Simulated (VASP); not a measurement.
The system is Sn2Te.

```
CELL_PARAMETERS angstrom
0.00000 5.04920 5.58019
3.12106 0.00000 5.58019
3.12106 5.04920 0.00000
ATOMIC_POSITIONS crystal
Sn 0.07638 0.42362 0.07638
Sn 0.42362 0.07638 0.42362
Sn 0.17362 0.82638 0.17362
Sn 0.82638 0.17362 0.82638
Te 0.75000 0.75000 0.75000
Te 0.50000 0.50000 0.50000
```

The cell was generated, and may not be a known phase.

- Program: VASP 6.6.1
- Task: relaxation of cell and atoms
- Functional: PBE
- Potentials or basis: VASP PAW PBE potentials, release 64 (Sn_d, Te)
- Cutoff: 600 eV
- k mesh: 6 × 6 × 6
- Occupations: gaussian, width 0.1 eV
- Spin: no spin polarisation

At the start: pressure -0.0 GPa; volume 29.31 Å³/atom.

Q: Where does the relaxation end?

A: Over 26 steps the energy falls by 74.0 meV/atom and the volume is 30.85 Å³/atom (+5.2 %); space group Fddd (No. 70, to 0.1 Å) before and after.

The path:
```tsv
step	energy change (eV)	largest force (eV/Å)	pressure (GPa)	volume (Å³)
1	0.0000	0.0030	-0.03	175.87
2	-0.0034	0.0007	-0.04	175.71
3	-0.0160	0.0164	0.15	175.21
4	-0.0398	0.0280	0.60	174.08
5	-0.0331	0.0353	1.77	171.38
6	-0.0426	0.0312	1.20	172.65
7	-0.0435	0.0306	1.19	172.72
8	-0.0459	0.0284	1.16	172.94
9	-0.0503	0.0240	1.09	173.36
10	-0.0572	0.0137	1.00	174.17
11	-0.0787	0.0068	0.88	175.63
12	-0.1954	0.0081	0.81	177.94
13	-0.3977	0.0287	1.07	180.15
14	-0.0864	0.2438	1.71	175.46
15	-0.4093	0.0649	1.21	180.11
16	-0.3909	0.0491	-1.00	189.12
17	-0.4226	0.0169	0.28	183.71
18	-0.4380	0.0245	0.19	183.92
19	-0.4408	0.0504	0.16	184.04
20	-0.4408	0.0491	0.16	184.04
21	-0.4419	0.0482	-0.05	184.94
22	-0.4420	0.0473	-0.10	185.23
23	-0.4429	0.0310	-0.04	185.12
24	-0.4434	0.0138	0.01	184.99
25	-0.4435	0.0057	0.03	184.93
26	-0.4438	0.0018	0.00	185.07
```

Final structure:
```cif
data_structure
_symmetry_space_group_name_H-M 'P 1'
_symmetry_Int_Tables_number 1
_cell_length_a 6.5644
_cell_length_b 6.1456
_cell_length_c 6.5348
_cell_angle_alpha 62.264
_cell_angle_beta 55.959
_cell_angle_gamma 61.777
_cell_volume 185.07
loop_
_atom_site_label
_atom_site_type_symbol
_atom_site_fract_x
_atom_site_fract_y
_atom_site_fract_z
_atom_site_occupancy
Sn1 Sn 0.07448 0.42552 0.07448 1
Sn2 Sn 0.42552 0.07448 0.42552 1
Sn3 Sn 0.17552 0.82448 0.17552 1
Sn4 Sn 0.82448 0.17552 0.82448 1
Te1 Te 0.75000 0.75000 0.75000 1
Te2 Te 0.50000 0.50000 0.50000 1
```
